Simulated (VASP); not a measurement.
# Zr (Fm-3m) in VASP: notebook, part 2 of 2

VASP 6.6.1.

## (4) Single point, r2SCAN, collinear spin (22.31 Å³/atom)

This run uses another cell than the first one, of 22.31 Å³/atom.

Input file POSCAR:

```
Zr
1.0
    0.0000000000      2.2345008276      2.2345008276
    2.2345008276      0.0000000000      2.2345008276
    2.2345008276      2.2345008276      0.0000000000
Zr
1
Direct
    0.0000000000      0.0000000000      0.0000000000
```

Input file INCAR.step1:

```
SYSTEM = Zr
  PREC = Accurate
  ENCUT = 520
  ISMEAR = -1
  SIGMA = 0.05
  LREAL = .False.
  LASPH = .True.
  NELM = 150
  ISPIN = 2
  MAGMOM = 1
  LMAXMIX = 4
  NBANDS = 16
  GGA = PE
  ALGO = Normal
  EDIFF = 1E-4
  LWAVE = .True.
  LCHARG = .False.
```

Input file INCAR.step2:

```
SYSTEM = Zr
  PREC = Accurate
  ENCUT = 520
  EDIFF = 1E-6
  ISMEAR = -1
  SIGMA = 0.05
  LREAL = .False.
  LASPH = .True.
  NELM = 150
  ALGO = Normal
  ISIF = 2
  LWAVE = .False.
  LCHARG = .False.
  ISPIN = 2
  MAGMOM = 1
  LORBIT = 11
  LMAXMIX = 4
  METAGGA = R2SCAN
  LMIXTAU = .True.
  NBANDS = 16
  ISTART = 1
```

Input file KPOINTS:

```
regular mesh
0
Gamma
  13 13 13
  0 0 0
```

Potentials or basis: VASP PAW PBE potentials, release 64 (Zr_sv).

Command:

```sh
cat potpaw_PBE.64/Zr_sv/POTCAR > POTCAR
cp INCAR.step1 INCAR
mpirun -np 1 vasp_std > vasp.out
cp INCAR.step2 INCAR
mpirun -np 1 vasp_std > vasp.out
```

OUTCAR:

```text
SYSTEM = Zr
   PREC = Accurate
   ENCUT = 520
   EDIFF = 1E-6
   ISMEAR = -1
   LREAL = .False.
   LASPH = .True.
   NELM = 150
   ISIF = 2
   ISPIN = 2
   LORBIT = 11
   METAGGA = R2SCAN
   ISTART = 1

 ion  position               nearest neighbor table
   1  0.000  0.000  0.000-

  LATTYP: Found a face centered cubic cell.
 ALAT       =     4.4690016552

  Lattice vectors:

 A1 = (   0.0000000000,   2.2345008276,   2.2345008276)
 A2 = (   2.2345008276,   0.0000000000,   2.2345008276)
 A3 = (   2.2345008276,   2.2345008276,   0.0000000000)
[... 1120 lines left out ...]
  -------------------------------------------------------------------------------------
  Total        0.6312639      0.6312639      0.6312639     -0.0000000      0.0000000      0.0000000
  in kB       45.3262685     45.3262685     45.3262685     -0.0000000      0.0000000      0.0000000
  external PRESSURE =      45.3262685 kB  Pullay stress =       0.0000000 kB

 VOLUME and BASIS-vectors are now :
 -----------------------------------------------------------------------------
  energy-cutoff  :      520.00
  volume of cell :       22.31
      direct lattice vectors                 reciprocal lattice vectors
     0.000000000  2.234500828  2.234500828    -0.223763623  0.223763623  0.223763623
     2.234500828  0.000000000  2.234500828     0.223763623 -0.223763623  0.223763623
     2.234500828  2.234500828  0.000000000     0.223763623  0.223763623 -0.223763623

 POSITION                                       TOTAL-FORCE (eV/Angst)
 -----------------------------------------------------------------------------------
      0.00000      0.00000      0.00000        -0.000000      0.000000     -0.000000
 -----------------------------------------------------------------------------------
    total drift:                               -0.000000     -0.000000     -0.000000

  FREE ENERGIE OF THE ION-ELECTRON SYSTEM (eV)
  ---------------------------------------------------
  free  energy   TOTEN  =       -22.6846986759 eV

  energy  without entropy=      -22.6726602484  energy(sigma->0) =      -22.67867946

 total charge

# of ion       s       p       d       tot
------------------------------------------
    1        2.229   5.966   1.648   9.843

 magnetization (x)

# of ion       s       p       d       tot
------------------------------------------
    1       -0.000  -0.000  -0.000  -0.000
```

OUTCAR.step1:

```text
SYSTEM = Zr
   PREC = Accurate
   ENCUT = 520
   ISMEAR = -1
   LREAL = .False.
   LASPH = .True.
[... 1151 lines left out ...]
 -----------------------------------------------------------------------------------
      0.00000      0.00000      0.00000        -0.000000     -0.000000     -0.000000
 -----------------------------------------------------------------------------------
    total drift:                               -0.000000     -0.000000     -0.000000

  FREE ENERGIE OF THE ION-ELECTRON SYSTEM (eV)
  ---------------------------------------------------
  free  energy   TOTEN  =        -8.4742535484 eV

  energy  without entropy=       -8.4602624477  energy(sigma->0) =       -8.46725800
```

It took 2.4 min on 1 thread of AMD EPYC 7R13 (Zen 3), shared host; peak memory 0.15 GiB.

What came out:

| Item | Value |
| --- | --- |
| Free energy | -22.6847 eV |
| Pressure | 4.5 GPa |
| Band gap on the k mesh | zero (filled and empty bands overlap) |
| Net moment | 0.00 μB per cell |
| Valence electrons inside the program's atomic spheres | Zr 9.84 |

Caveat: the cell stands under pressure; the PAW data sets were made with another functional, which shifts forces and pressure a little.

## (5) Single point, r2SCAN, collinear spin (23.24 Å³/atom)

This run uses another cell than the first one, of 23.24 Å³/atom.

Input file POSCAR:

```
Zr
1.0
    0.0000000000      2.2651142321      2.2651142321
    2.2651142321      0.0000000000      2.2651142321
    2.2651142321      2.2651142321      0.0000000000
Zr
1
Direct
    0.0000000000      0.0000000000      0.0000000000
```

Input file INCAR.step1:

```
PREC = Accurate
ENCUT = 520
ISMEAR = -1
SIGMA = 0.05
LREAL = F
LASPH = T
NELM = 150
ISPIN = 2
MAGMOM = 1
LMAXMIX = 4
NBANDS = 16
GGA = PE
ALGO = Normal
EDIFF = 1E-4
LWAVE = T
LCHARG = F
```

Input file INCAR.step2:

```
PREC = Accurate
ENCUT = 520
EDIFF = 1E-6
ISMEAR = -1
SIGMA = 0.05
LREAL = F
LASPH = T
NELM = 150
ALGO = Normal
ISIF = 2
LWAVE = F
LCHARG = F
ISPIN = 2
MAGMOM = 1
LORBIT = 11
LMAXMIX = 4
METAGGA = R2SCAN
LMIXTAU = T
NBANDS = 16
ISTART = 1
```

Input file KPOINTS:

```
regular mesh
0
Gamma
  13 13 13
```

Potentials or basis: VASP PAW PBE potentials, release 64 (Zr_sv).

Command:

```sh
cat potpaw_PBE.64/Zr_sv/POTCAR > POTCAR
cp INCAR.step1 INCAR
mpirun -np 1 vasp_std > vasp.out
cp INCAR.step2 INCAR
mpirun -np 1 vasp_std > vasp.out
```

OUTCAR:

```text
PREC = Accurate
   ENCUT = 520
   EDIFF = 1E-6
   ISMEAR = -1
   LREAL = F
   LASPH = T
   NELM = 150
   ISIF = 2
   ISPIN = 2
   LORBIT = 11
   METAGGA = R2SCAN
   ISTART = 1

 ion  position               nearest neighbor table
   1  0.000  0.000  0.000-

  LATTYP: Found a face centered cubic cell.
 ALAT       =     4.5302284642

  Lattice vectors:

 A1 = (   0.0000000000,   2.2651142321,   2.2651142321)
 A2 = (   2.2651142321,   0.0000000000,   2.2651142321)
 A3 = (   2.2651142321,   2.2651142321,   0.0000000000)

Analysis of symmetry for initial positions (statically):
[... 1118 lines left out ...]
  -------------------------------------------------------------------------------------
  Total        0.0798854      0.0798854      0.0798854     -0.0000000      0.0000000      0.0000000
  in kB        5.5065248      5.5065248      5.5065248     -0.0000000      0.0000000      0.0000000
  external PRESSURE =       5.5065248 kB  Pullay stress =       0.0000000 kB

 VOLUME and BASIS-vectors are now :
 -----------------------------------------------------------------------------
  energy-cutoff  :      520.00
  volume of cell :       23.24
      direct lattice vectors                 reciprocal lattice vectors
     0.000000000  2.265114232  2.265114232    -0.220739419  0.220739419  0.220739419
     2.265114232  0.000000000  2.265114232     0.220739419 -0.220739419  0.220739419
     2.265114232  2.265114232  0.000000000     0.220739419  0.220739419 -0.220739419

 POSITION                                       TOTAL-FORCE (eV/Angst)
 -----------------------------------------------------------------------------------
      0.00000      0.00000      0.00000         0.000000     -0.000000     -0.000000
 -----------------------------------------------------------------------------------
    total drift:                               -0.000000      0.000000      0.000000

  FREE ENERGIE OF THE ION-ELECTRON SYSTEM (eV)
  ---------------------------------------------------
  free  energy   TOTEN  =       -22.6991969343 eV

  energy  without entropy=      -22.6874445701  energy(sigma->0) =      -22.69332075

 total charge

# of ion       s       p       d       tot
------------------------------------------
    1        2.223   5.965   1.598   9.786

 magnetization (x)

# of ion       s       p       d       tot
------------------------------------------
    1        0.000   0.000   0.000   0.000
```

OUTCAR.step1:

```text
PREC = Accurate
   ENCUT = 520
   ISMEAR = -1
   LREAL = F
   LASPH = T
   NELM = 150
[... 1148 lines left out ...]

 POSITION                                       TOTAL-FORCE (eV/Angst)
 -----------------------------------------------------------------------------------
      0.00000      0.00000      0.00000        -0.000000     -0.000000     -0.000000
 -----------------------------------------------------------------------------------
    total drift:                               -0.000000     -0.000000     -0.000000

  FREE ENERGIE OF THE ION-ELECTRON SYSTEM (eV)
  ---------------------------------------------------
  free  energy   TOTEN  =        -8.4854093990 eV

  energy  without entropy=       -8.4712059519  energy(sigma->0) =       -8.47830768
```

Wall time 2.6 min (1 thread of AMD EPYC 7R13 (Zen 3), shared host); peak memory 0.16 GiB.

Results:

- Free energy: -22.6992 eV
- Pressure: 0.6 GPa
- Band gap on the k mesh: zero (filled and empty bands overlap)
- Net moment: 0.00 μB per cell
- Valence electrons inside the program's atomic spheres: Zr 9.79

Caveat: the PAW data sets were made with another functional, which shifts forces and pressure a little.

## (6) Single point, r2SCAN, collinear spin (24.17 Å³/atom)

This run uses another cell than the first one, of 24.17 Å³/atom.

Input file POSCAR:

```
Zr
1.0
    0.0000000000      2.2949217850      2.2949217850
    2.2949217850      0.0000000000      2.2949217850
    2.2949217850      2.2949217850      0.0000000000
Zr
1
Direct
    0.0000000000      0.0000000000      0.0000000000
```

Input file INCAR.step1:

```
SYSTEM = Zr
PREC = Accurate ; ENCUT = 520
ISMEAR = -1 ; SIGMA = 0.05
LREAL = .FALSE. ; LASPH = .TRUE.
NELM = 150 ; ISPIN = 2
MAGMOM = 1 ; LMAXMIX = 4
NBANDS = 16 ; GGA = PE
ALGO = Normal ; EDIFF = 1E-4
LWAVE = .TRUE. ; LCHARG = .FALSE.
```

Input file INCAR.step2:

```
SYSTEM = Zr
PREC = Accurate ; ENCUT = 520
EDIFF = 1E-6 ; ISMEAR = -1
SIGMA = 0.05 ; LREAL = .FALSE.
LASPH = .TRUE. ; NELM = 150
ALGO = Normal ; ISIF = 2
LWAVE = .FALSE. ; LCHARG = .TRUE.
ISPIN = 2 ; MAGMOM = 1
LORBIT = 11 ; LMAXMIX = 4
METAGGA = R2SCAN ; LMIXTAU = .TRUE.
LELF = .TRUE. ; LVHAR = .TRUE.
NBANDS = 16 ; ISTART = 1
```

Input file KPOINTS:

```
Automatic mesh
0
G
  13 13 13
  0 0 0
```

Potentials or basis: VASP PAW PBE potentials, release 64 (Zr_sv).

Command:

```sh
cat potpaw_PBE.64/Zr_sv/POTCAR > POTCAR
cp INCAR.step1 INCAR
mpirun -np 1 vasp_std > vasp.out
cp INCAR.step2 INCAR
mpirun -np 1 vasp_std > vasp.out
```

It took 2.5 min on 1 thread of AMD EPYC 7R13 (Zen 3), shared host; peak memory 0.16 GiB.

It converged, with:

```
Free energy                                           : -22.6923 eV
Pressure                                              : -2.9 GPa
Band gap on the k mesh                                : zero (filled and empty bands overlap)
Net moment                                            : 0.00 μB per cell
Valence electrons inside the program's atomic spheres : Zr 9.74
```

Levels at points of the mesh, in eV from the Fermi level:
Spin up:
```
           k point  band 4  band 5  band 6  band 7  band 8  band 9
(0.00, 0.00, 0.00)  -27.31   -5.81    1.13    1.13    1.13    3.62
```
Spin down:
```tsv
k point	band 2	band 3	band 4	band 5	band 6	band 7	band 8	band 9	band 10	band 11
(0.00, 0.00, 0.00)	-27.31	-27.31	-27.31	-5.81	1.13	1.13	1.13	3.62	3.62	10.81
```

Caveat: the PAW data sets were made with another functional, which shifts forces and pressure a little.

## (7) The runs side by side

| cell | gap on the mesh (eV) | pressure (GPa) | moment (μB) |
| --- | --- | --- | --- |
| a = 3.070 Å, angles 60.0°, 1 atom | none | 14.4 | 0.00 |
| a = 3.116 Å, angles 60.0°, 1 atom | none | 9.1 | 0.00 |
| a = 3.160 Å, angles 60.0°, 1 atom | none | 4.5 | 0.00 |
| a = 3.203 Å, angles 60.0°, 1 atom | none | 0.6 | 0.00 |
| a = 3.246 Å, angles 60.0°, 1 atom | none | -2.9 | 0.00 |

Alike in all rows: task single point; level r2SCAN; potentials or basis VASP PAW PBE potentials, release 64 (Zr_sv); spin collinear; k mesh 13 × 13 × 13; cutoff (eV) 520; smearing fermi-dirac 0.05 eV.

Caveats: the PAW data sets were made with another functional, which shifts forces and pressure a little; the cell stands under pressure (at least some runs).

Total energies depend on the potentials used, so only differences within one code and one set of settings carry meaning.
